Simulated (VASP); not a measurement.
Crystal: NaCl.

```
Na Cl
1.0
     0.00000    2.81000    2.81000
     2.81000    0.00000    2.81000
     2.81000    2.81000    0.00000
Na Cl
1 1
Direct
  0.00000 0.00000 0.00000
  0.50000 0.50000 0.50000
```

- Program: VASP 6.6.1
- Task: relaxation of cell and atoms
- Functional: PBE
- Potentials or basis: VASP PAW PBE potentials, release 64 (Na_pv, Cl)
- Cutoff: 600 eV
- k mesh: 8 × 8 × 8
- Occupations: fermi-dirac, width 0.02 eV
- Spin: no spin polarisation

At the start: pressure 1.1 GPa; volume 22.19 Å³/atom.

Question: How do energy, volume and symmetry change on relaxing?

Answer: Over 3 steps the energy falls by 2.9 meV/atom and the volume is 23.14 Å³/atom (+4.3 %); space group Fm-3m (No. 225, to 0.05 Å).

Step by step:
```tsv
step	energy change (eV)	largest force (eV/Å)	pressure (GPa)	volume (Å³)
1	0.0000	0.0000	1.05	44.38
2	-0.0045	0.0000	0.52	45.32
3	-0.0058	0.0000	0.00	46.28
```

Final structure:
```yaml
crystal:
  lattice:
    - [0.00000, 2.84956, 2.84956]
    - [2.84956, 0.00000, 2.84956]
    - [2.84956, 2.84956, 0.00000]
  atoms:
    - { symbol: Na, position: [0.00000, 0.00000, 0.00000] }
    - { symbol: Cl, position: [0.50000, 0.50000, 0.50000] }
```
